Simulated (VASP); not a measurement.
Wanted: the native input for a VASP 6.6.1 run.

```yaml
Task: relaxation of cell and atoms
Functional: PBE
Potentials_or_basis: VASP PAW PBE potentials, release 64 (Ca_sv, Ge_d, N_h)
Cutoff: 1330 eV
k_mesh: 4 × 4 × 4
Occupations: gaussian, width 0.1 eV
Spin: no spin polarisation
Dipole_correction: no
Further_INCAR_settings: ALGO = Normal; EDIFF = 1e-07; IBRION = 2; EDIFFG = -0.04; NSW = 90; ISIF = 3
```

The structure of Ca2Ge2N lies in POSCAR:

```
Ca2Ge2N
1.0
    3.9541064000      0.0000000000      0.0000000000
    0.0000000000      3.9541064000      0.0000000000
    0.0000000000      0.0000000000      6.6076472600
Ca Ge N
2 2 1
Direct
    0.0000000000      0.5000000000      0.5000000000
    0.5000000000      0.0000000000      0.5000000000
    0.5000000000      0.5000000000      0.2588269100
    0.5000000000      0.5000000000      0.7411730900
    0.0000000000      0.0000000000      0.0000000000
```

The cell was generated, and may not be a known phase.

These files were run (other wordings do the same):

INCAR

```
SYSTEM = Ca2Ge2N
PREC = Accurate
ENCUT = 1330
EDIFF = 1E-7
ISMEAR = 0
SIGMA = 0.1
LREAL = .False.
LASPH = .True.
NELM = 120
ALGO = Normal
ISIF = 3
LWAVE = .False.
LCHARG = .False.
GGA = PE
IBRION = 2
NSW = 90
EDIFFG = -0.04
GGA_COMPAT = .False.
NELMIN = 4
```

KPOINTS

```
Automatic mesh
0
Gamma
  4 4 4
  0 0 0
```

Potentials or basis: VASP PAW PBE potentials, release 64 (Ca_sv, Ge_d, N_h).

Run with:

```console
$ cat potpaw_PBE.64/Ca_sv/POTCAR potpaw_PBE.64/Ge_d/POTCAR potpaw_PBE.64/N_h/POTCAR > POTCAR
$ mpirun -np 1 vasp_std > vasp.out
```

Results of the run:

```
Relaxed volume                        : 27.98 Å³/atom
Relaxed cell                          : a = 5.411 Å, b = 5.411 Å, c = 4.778 Å, α = 90.00°, β = 90.00°, γ = 90.00°
Space group after relaxing (to 0.1 Å) : P4/mmm (No. 123)
Energy gained by relaxing             : 1539.7 meV/atom
Ionic steps                           : 21
Pressure after relaxing               : 0.0 GPa
Largest force after relaxing          : 0.036 eV/Å
Band gap on the k mesh                : zero (an odd number of electrons rules out a gap without spin polarisation)
```

Caveat: the k points lie up to 0.33 Å⁻¹ apart in the final cell, too coarse for converged energies and pressures of a metal; the volume moved by over 15 % at a fixed basis, so the end points are rough; an odd number of electrons without spin polarisation forces a metal; a magnetic or distorted state may lie lower.

Run time: 47 min on 1 thread of AMD EPYC 9R45 96-Core Processor (Zen 5), with other jobs on the host, peak memory 0.63 GiB.
